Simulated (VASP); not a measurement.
Set up this calculation in VASP 6.6.1, as the native input.

```
Task                   : single point
Functional             : PBE
Potentials or basis    : VASP PAW PBE potentials, release 64 (Co)
Cutoff                 : 520 eV
k mesh                 : 14 × 14 × 14
Occupations            : gaussian, width 0.1 eV
Spin                   : collinear spin, ferromagnetic start
Starting moments       : [2.14] μB
Fixed moment           : 2.14 μB
Dipole correction      : no
Further INCAR settings : ALGO = Normal; EDIFF = 1e-06; NBANDS = 14
```

The structure of Co lies in POSCAR:

```
Co
1.0
    0.0000000000      1.7895000000      1.7895000000
    1.7895000000      0.0000000000      1.7895000000
    1.7895000000      1.7895000000      0.0000000000
Co
1
Direct
    0.0000000000      0.0000000000      0.0000000000
```

The input as run:

INCAR

```
SYSTEM = Co
ALGO = Normal
EDIFF = 1E-6
ENCUT = 520
GGA = PE
ISIF = 2
ISMEAR = 0
ISPIN = 2
LASPH = .TRUE.
LCHARG = .FALSE.
LMAXMIX = 4
LORBIT = 11
LREAL = .FALSE.
LWAVE = .FALSE.
MAGMOM = 2.14
NBANDS = 14
NELM = 150
NUPDOWN = 2.14
PREC = Accurate
SIGMA = 0.1
```

KPOINTS

```
k-points
0
G
  14 14 14
  0 0 0
```

Potentials or basis: VASP PAW PBE potentials, release 64 (Co).

The run is started by

```sh
$ cat potpaw_PBE.64/Co/POTCAR > POTCAR
$ mpirun -np 1 vasp_std > vasp.out
```

Results of the run:

```
Pressure                                              : -0.9 GPa
Net moment                                            : 2.14 μB per cell
Site moments                                          : Co +2.12 μB
Valence electrons inside the program's atomic spheres : Co 8.15
```

Caveat: the total moment is fixed, so each spin has its own Fermi level.

It took 22 s on 1 thread of Intel(R) Xeon(R) 6975P-C (Granite Rapids), with other jobs on the host, peak memory 0.15 GiB.
